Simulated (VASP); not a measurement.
# TiPdSe4 (I422) in VASP: relaxation of cell and atoms with PBE

Aim: the relaxation of cell and atoms of TiPdSe4 with PBE.

Everything below comes from runs of VASP 6.6.1. Logs are shortened: lines on timing, memory, paths and dates and some standing lists are left out, and cuts for length are marked.

## (1) The cell of the first run

It takes space group I422 (No. 97, tetragonal). Conventional cell: a = 7.213 Å, b = 7.213 Å, c = 5.766 Å, α = 90.00°, β = 90.00°, γ = 90.00°. Ti (site symmetry 422) has 2 Pd at 2.88 Å and 8 Se at 3.07 Å within 3.8 Å. Within 3.8 Å of Pd (site symmetry 422) lie 2 Ti at 2.88 Å and 8 Se at 3.07 Å. Se (site symmetry 2) has 2 Ti at 3.07 Å and 2 Pd at 3.07 Å and 11 Se at 3.27 to 3.83 Å within 4.0 Å.

The cell was built from a structure type or drawn by symmetry, and may not be a known phase.

## (2) Relaxation of cell and atoms, PBE, collinear spin

INCAR reads:

```
SYSTEM = TiPdSe4
PREC = Accurate ; ENCUT = 600
EDIFF = 1E-7 ; ISMEAR = 0
SIGMA = 0.15 ; LREAL = .FALSE.
LASPH = .TRUE. ; NELM = 150
ALGO = Normal ; ISIF = 3
LWAVE = .FALSE. ; LCHARG = .FALSE.
ISPIN = 2 ; MAGMOM = 1 0 0 0 0 0
LORBIT = 11 ; LMAXMIX = 4
GGA = PE ; IBRION = 2
NSW = 36 ; EDIFFG = -0.08
```

KPOINTS reads:

```
regular mesh
0
G
  3 3 3
  0 0 0
```

POSCAR reads:

```
TiPdSe4
1.0
   -3.6066641200      3.6066641200      2.8830989100
    3.6066641200     -3.6066641200      2.8830989100
    3.6066641200      3.6066641200     -2.8830989100
Ti Pd Se
1 1 4
Direct
    0.5000000000      0.5000000000      0.0000000000
    0.0000000000      0.0000000000      0.0000000000
    0.4101766300      0.9101766300      0.8203532700
    0.0898233700      0.5898233700      0.1796467300
    0.5898233700      0.4101766300      0.5000000000
    0.9101766300      0.0898233700      0.5000000000
```

Potentials or basis: VASP PAW PBE potentials, release 64 (Ti_sv, Pd, Se).

On the command line:

```sh
$ cat potpaw_PBE.64/Ti_sv/POTCAR potpaw_PBE.64/Pd/POTCAR potpaw_PBE.64/Se/POTCAR > POTCAR
$ mpirun -np 1 vasp_std > vasp.out
```

OUTCAR:

```text
SYSTEM = TiPdSe4
   PREC = Accurate
   ENCUT = 600
   EDIFF = 1E-7
   ISMEAR = 0
   LREAL = .FALSE.
   LASPH = .TRUE.
   NELM = 150
   ISIF = 3
   ISPIN = 2
   LORBIT = 11
   GGA = PE
   IBRION = 2
   NSW = 36
   EDIFFG = -0.08

 ion  position               nearest neighbor table
   1  0.500  0.500  0.000-   2 2.88   2 2.88
   2  0.000  0.000  0.000-   1 2.88   1 2.88   4 3.07   3 3.07   3 3.07   4 3.07   6 3.07   6 3.07
                             5 3.07   5 3.07
   3  0.410  0.910  0.820-   2 3.07   2 3.07
   4  0.090  0.590  0.180-   2 3.07   2 3.07
   5  0.590  0.410  0.500-   2 3.07   2 3.07
   6  0.910  0.090  0.500-   2 3.07   2 3.07

  LATTYP: Found a body centered tetragonal cell.
 ALAT       =     7.2133282400
 C/A-ratio  =     0.7993810386

  Lattice vectors:

 A1 = (  -3.6066641200,   3.6066641200,   2.8830989100)
 A2 = (   3.6066641200,  -3.6066641200,   2.8830989100)
 A3 = (   3.6066641200,   3.6066641200,  -2.8830989100)

Analysis of symmetry for initial positions (statically):
=====================================================================
 Subroutine PRICEL returns:
 Original cell was already a primitive cell.

 Routine SETGRP: Setting up the symmetry group for a
 body centered tetragonal supercell.

 Subroutine GETGRP returns: Found  8 space group operations
 (whereof  8 operations were pure point group operations)
 out of a pool of 16 trial point group operations.

The static configuration has the point symmetry D_4 .

Analysis of symmetry for dynamics (positions and initial velocities):
=====================================================================
 Subroutine PRICEL returns:
 Original cell was already a primitive cell.

 Routine SETGRP: Setting up the symmetry group for a
 body centered tetragonal supercell.

 Subroutine GETGRP returns: Found  8 space group operations
 (whereof  8 operations were pure point group operations)
 out of a pool of 16 trial point group operations.

The dynamic configuration has the point symmetry D_4 .

Analysis of structural, dynamic, and magnetic symmetry:
=====================================================================
 Subroutine PRICEL returns:
 Original cell was already a primitive cell.

 Routine SETGRP: Setting up the symmetry group for a
 body centered tetragonal supercell.

 Subroutine GETGRP returns: Found  8 space group operations
 (whereof  8 operations were pure point group operations)
 out of a pool of 16 trial point group operations.

The overall configuration has the point symmetry D_4 .

 Subroutine INISYM returns: Found  8 space group operations
 (whereof  8 operations are pure point group operations),
 and found     1 'primitive' translations

----------------------------------------------------------------------------------------

                                     Primitive cell

  volume of cell :     150.0137

  direct lattice vectors                    reciprocal lattice vectors
    -3.606664120  3.606664120  2.883098910     0.000000000  0.138632261  0.173424505
     3.606664120 -3.606664120  2.883098910     0.138632261  0.000000000  0.173424505
     3.606664120  3.606664120 -2.883098910     0.138632261  0.138632261  0.000000000

  length of vectors
     5.859036736  5.859036736  5.859036736     0.222024689  0.222024689  0.196055623

  position of ions in fractional coordinates (direct lattice)
     0.500000000  0.500000000  0.000000000
     0.000000000  0.000000000  0.000000000
     0.410176630  0.910176630  0.820353270
     0.089823370  0.589823370  0.179646730
     0.589823370  0.410176630  0.500000000
     0.910176630  0.089823370  0.500000000

  ion indices of the primitive-cell ions
   primitive index   ion index
                 1           1
                 2           2
                 3           3
                 4           4
                 5           5
                 6           6

----------------------------------------------------------------------------------------

 KPOINTS: regular mesh

Automatic generation of k-mesh.
 Grid dimensions read from file:
 generate k-points for:    3    3    3

 Generating k-lattice:

  Cartesian coordinates                     Fractional coordinates (reciprocal lattice)
     0.000000000  0.046210754  0.057808168     0.333333333  0.000000000  0.000000000
     0.046210754  0.000000000  0.057808168     0.000000000  0.333333333  0.000000000
     0.046210754  0.046210754  0.000000000     0.000000000  0.000000000  0.333333333

  Length of vectors
     0.074008230  0.074008230  0.065351874

  Shift w.r.t. Gamma in fractional coordinates (k-lattice)
     0.000000000  0.000000000  0.000000000

 Subroutine IBZKPT returns following result:
 ===========================================

 Found      6 irreducible k-points:

 Following reciprocal coordinates:
            Coordinates               Weight
  0.000000  0.000000  0.000000      1.000000
  0.333333  0.000000  0.000000      8.000000
  0.333333  0.333333  0.000000      8.000000
 -0.333333  0.333333  0.000000      4.000000
 -0.333333  0.333333  0.333333      4.000000
 -0.333333 -0.333333  0.333333      2.000000
   k-points           NKPTS =      6   k-points in BZ     NKDIM =      6   number of bands    NBANDS=     28
   number of dos      NEDOS =    301   number of ions     NIONS =      6
   total plane-waves  NPLWV = 110592
   dimension x,y,z NGX =    48 NGY =   48 NGZ =   48
   dimension x,y,z NGXF=    96 NGYF=   96 NGZF=   96
   ions per type =               1   1   4
   NGX,Y,Z   is equivalent  to a cutoff of  13.62, 13.62, 13.62 a.u.
   NGXF,Y,Z  is equivalent  to a cutoff of  27.24, 27.24, 27.24 a.u.
 SYSTEM =  TiPdSe4
   PREC   = accura    normal or accurate (medium, high low for compatibility)
   ISTART =      0    job   : 0-new  1-cont  2-samecut
   ICHARG =      2    charge: 1-file 2-atom 10-const
   ISPIN  =      2    spin polarized calculation?
   LNONCOLLINEAR =      F non collinear calculations
   LSORBIT =      F    spin-orbit coupling
   LASPH  =      T    aspherical Exc in radial PAW
   ENCUT  =  600.0 eV  44.10 Ry    6.64 a.u.  11.70 11.70 11.70*2*pi/ulx,y,z
   NELM   =    150;   NELMIN=  2; NELMDL= -5     # of ELM steps
   EDIFF  = 0.1E-06   stopping-criterion for ELM
   LREAL  =      F    real-space projection
   EDIFFG = -.8E-01   stopping-criterion for IOM
   NSW    =     36    number of steps for IOM
   IBRION =      2    ionic relax: 0-MD 1-quasi-New 2-CG
   NFREE  =      1    steps in history (QN), initial steepest desc. (CG)
   ISIF   =      3    stress and relaxation
   ISYM   =      2    0-nonsym 1-usesym 2-fastsym
   POTIM  = 0.5000    time-step for ionic-motion
   TEBEG  =    0.0;   TEEND  =   0.0 temperature during run
   PSTRESS=    0.0 pullay stress
   NELECT =      46.0000    total number of electrons
   NUPDOWN=      -1.0000    fix difference up-down
   EMIN   =  10.00;   EMAX   =-10.00  energy-range for DOS
   EFERMI =   0.00;   METHOD = LEGACY
   ISMEAR =     0;   SIGMA  =   0.15  broadening in eV -4-tet -1-fermi 0-gaus
   EFERMI_NEDOS =   21; number of points for ismear=-14 and -15
   IALGO  =     38    algorithm
   IMIX   =      4    mixing-type and parameters
     AMIX     =   0.40;   BMIX     =  1.00
     AMIX_MAG =   1.60;   BMIX_MAG =  1.00
  volume/ion in A,a.u.               =      25.00       168.72
  Fermi-wavevector in a.u.,A,eV,Ry     =   1.103953  2.086168 16.581577  1.218712
  Thomas-Fermi vector in A             =   2.240418
   LORBIT       =     11    0 simple, 1 ext, 2 COOP (PROOUT), +10 PAW based schemes
   GGA     = PE    functional components
   LHFCALC =     F    Hartree Fock is set to
   AEXX    =    0.0000 exact exchange contribution
   IVDW    =     0    specifies the selected vdW correction
   LEPSILON=     F    determine dielectric tensor
   LRPA    =     F    only Hartree local field effects (RPA)
 conjugate gradient relaxation of ions
 spin polarized calculation
 Gauss-broadening in eV      SIGMA  =   0.15
  energy-cutoff  :      600.00
  volume of cell :      150.01
 maximum number of plane-waves:      5055
   NGX = 23   NGY = 23   NGZ = 23

--------------------------------------- Ionic step        1  -------------------------------------------

 number of electron      46.0000000 magnetization       0.0004299

 number of electron      46.0000000 magnetization      -0.0006632

 Free energy of the ion-electron system (eV)
  ---------------------------------------------------
  ext. energy  EPLUGINS =         0.00000000
  ---------------------------------------------------
  free energy    TOTEN  =       -26.24960205 eV

  energy without entropy =      -26.16611441  energy(sigma->0) =      -26.20785823

 E-fermi :   3.6181     XC(G=0):  -9.6815

 val. band max:        3.5813636470   @ k =   0.3333   0.3333   0.0000
 cond. band min:       3.6893230960   @ k =   0.3333   0.0000   0.0000
 fundamental gap:      0.1079594490
 Fermi energy:         3.6180746319

 spin component 1

 k-point     1 :       0.0000    0.0000    0.0000
  band No.  band energies     occupation
      1     -54.5375      1.00000
      2     -30.7812      1.00000
      3     -30.7812      1.00000
      4     -30.6478      1.00000
      5      -9.8493      1.00000
      6      -8.5999      1.00000
[... 20 lines left out ...]
     27       4.4649      0.00000
[... 132 lines left out ...]
      5      -8.8970      1.00000
      6      -8.6923      1.00000
[... 20 lines left out ...]
     27       4.2861      0.00000
     28       4.4969      0.00000
 Fermi energy:         3.6180746319

 spin component 2

 k-point     1 :       0.0000    0.0000    0.0000
  band No.  band energies     occupation
      1     -54.5388      1.00000
      2     -30.7824      1.00000
      3     -30.7824      1.00000
      4     -30.6491      1.00000
      5      -9.8491      1.00000
      6      -8.5998      1.00000
[... 20 lines left out ...]
     27       4.4650      0.00000
[... 395 lines left out ...]
  FREE ENERGIE OF THE ION-ELECTRON SYSTEM (eV)
  ---------------------------------------------------
  free  energy   TOTEN  =       -28.8557109706 eV

  energy  without entropy=      -28.7730847068  energy(sigma->0) =      -28.81439784

--------------------------------------- Ionic step        7  -------------------------------------------

 number of electron      46.0000000 magnetization      -0.0000000

 number of electron      46.0000000 magnetization       0.0000000

 Free energy of the ion-electron system (eV)
  ---------------------------------------------------
  ext. energy  EPLUGINS =         0.00000000
  ---------------------------------------------------
  free energy    TOTEN  =       -28.93107702 eV

  energy without entropy =      -28.85456307  energy(sigma->0) =      -28.89282005

 E-fermi :   6.8970     XC(G=0): -10.9692

 val. band max:        6.8582516377   @ k =   0.3333   0.3333   0.0000
 cond. band min:       6.9110410045   @ k =  -0.3333  -0.3333   0.3333
 fundamental gap:      0.0527893668
 Fermi energy:         6.8969736360

 spin component 1

 k-point     1 :       0.0000    0.0000    0.0000
  band No.  band energies     occupation
      1     -51.0528      1.00000
      2     -27.3180      1.00000
      3     -27.2914      1.00000
      4     -27.2914      1.00000
      5      -8.6066      1.00000
      6      -6.0386      1.00000
[... 20 lines left out ...]
     27       7.9526      0.00000
[... 132 lines left out ...]
      5      -7.7037      1.00000
      6      -6.2636      1.00000
[... 20 lines left out ...]
     27       8.3923      0.00000
     28       8.8515      0.00000
 Fermi energy:         6.8969736360

 spin component 2

 k-point     1 :       0.0000    0.0000    0.0000
  band No.  band energies     occupation
      1     -51.0528      1.00000
      2     -27.3180      1.00000
      3     -27.2914      1.00000
      4     -27.2914      1.00000
      5      -8.6066      1.00000
      6      -6.0386      1.00000
[... 20 lines left out ...]
     27       7.9526      0.00000
[... 176 lines left out ...]
 POSITION                                       TOTAL-FORCE (eV/Angst)
 -----------------------------------------------------------------------------------
      0.00000      0.00000      3.09674        -0.000000     -0.000000      0.000000
      0.00000      0.00000      0.00000        -0.000000      0.000000      0.000000
      4.00290      0.97419      1.54837         0.052998      0.052998      0.000000
      2.05453     -0.97419      1.54837        -0.052998     -0.052998     -0.000000
      0.97419      2.05453      1.54837         0.052998     -0.052998     -0.000000
     -0.97419      4.00290      1.54837        -0.052998      0.052998     -0.000000
 -----------------------------------------------------------------------------------
    total drift:                               -0.000001      0.000001     -0.000000

  FREE ENERGIE OF THE ION-ELECTRON SYSTEM (eV)
  ---------------------------------------------------
  free  energy   TOTEN  =       -28.9310770235 eV

  energy  without entropy=      -28.8545630683  energy(sigma->0) =      -28.89282005

 reached required accuracy - stopping structural energy minimisation

 total charge

# of ion       s       p       d       tot
------------------------------------------
    1        2.137   6.086   1.855  10.078
    2        0.390   0.427   8.517   9.334
    3        1.506   2.191   0.051   3.748
    4        1.506   2.191   0.051   3.748
    5        1.506   2.191   0.051   3.748
    6        1.506   2.191   0.051   3.748
--------------------------------------------------
tot          8.551  15.278  10.576  34.404

 magnetization (x)

# of ion       s       p       d       tot
------------------------------------------
    1       -0.000   0.000  -0.000  -0.000
    2       -0.000  -0.000  -0.000  -0.000
    3       -0.000   0.000  -0.000   0.000
    4       -0.000   0.000  -0.000   0.000
    5       -0.000   0.000  -0.000   0.000
    6       -0.000   0.000  -0.000   0.000
--------------------------------------------------
tot         -0.000   0.000  -0.000  -0.000
```

Wall time 22 min (1 thread of Intel Xeon 8259CL, shared host); peak memory 0.44 GiB.

Results:

* Free energy: -28.9311 eV
* Relaxed volume: 18.94 Å³/atom
* Relaxed cell: a = 5.285 Å, b = 5.285 Å, c = 5.285 Å, α = 110.08°, β = 110.08°, γ = 108.27°
* Space group after relaxing (to 0.1 Å): I422 (No. 97)
* Energy gained by relaxing: 446.9 meV/atom
* Ionic steps: 7
* Pressure after relaxing: 0.2 GPa
* Largest force after relaxing: 0.075 eV/Å
* Band gap on the k mesh: zero (filled and empty bands overlap)
* Net moment: 0.00 μB per cell
* Valence electrons inside the program's atomic spheres: Ti 10.08; Pd 9.33; Se 3.75

Forces in eV/Å, atoms in the order of the input:
```
Ti   0.000  0.000  0.000
Pd   0.000  0.000  0.000
Se   0.053  0.053  0.000
Se  -0.053 -0.053  0.000
Se   0.053 -0.053  0.000
Se  -0.053  0.053  0.000
```

The path:
```
step  energy change (eV)  largest force (eV/Å)  pressure (GPa)  volume (Å³)
   1              0.0000                0.3025          -13.61       150.01
   2             -2.1931                0.1284            4.89       108.35
   3             -2.2384                0.0606            1.06       112.29
   4             -2.4463                0.0701            1.28       111.90
   5             -2.6465                0.0534            3.41       110.05
   6             -2.6061                0.0931           -3.70       119.16
   7             -2.6815                0.0750            0.21       113.63
```

Final structure:
```cif
data_structure
_symmetry_space_group_name_H-M 'P 1'
_symmetry_Int_Tables_number 1
_cell_length_a 5.2855
_cell_length_b 5.2855
_cell_length_c 5.2855
_cell_angle_alpha 110.077
_cell_angle_beta 110.077
_cell_angle_gamma 108.267
_cell_volume 113.63
loop_
_atom_site_label
_atom_site_type_symbol
_atom_site_fract_x
_atom_site_fract_y
_atom_site_fract_z
_atom_site_occupancy
Ti1 Ti 0.50000 0.50000 0.00000 1
Pd1 Pd 0.00000 0.00000 0.00000 1
Se1 Se 0.41083 0.91083 0.82165 1
Se2 Se 0.08917 0.58917 0.17835 1
Se3 Se 0.58917 0.41083 0.50000 1
Se4 Se 0.91083 0.08917 0.50000 1
```

Caveat: the k points lie up to 0.48 Å⁻¹ apart in the final cell; the volume moved by over 15 % at a fixed basis, so the end points are rough; the relaxation stopped at a loose force limit of 0.08 eV/Å, so its end isn't a converged minimum.
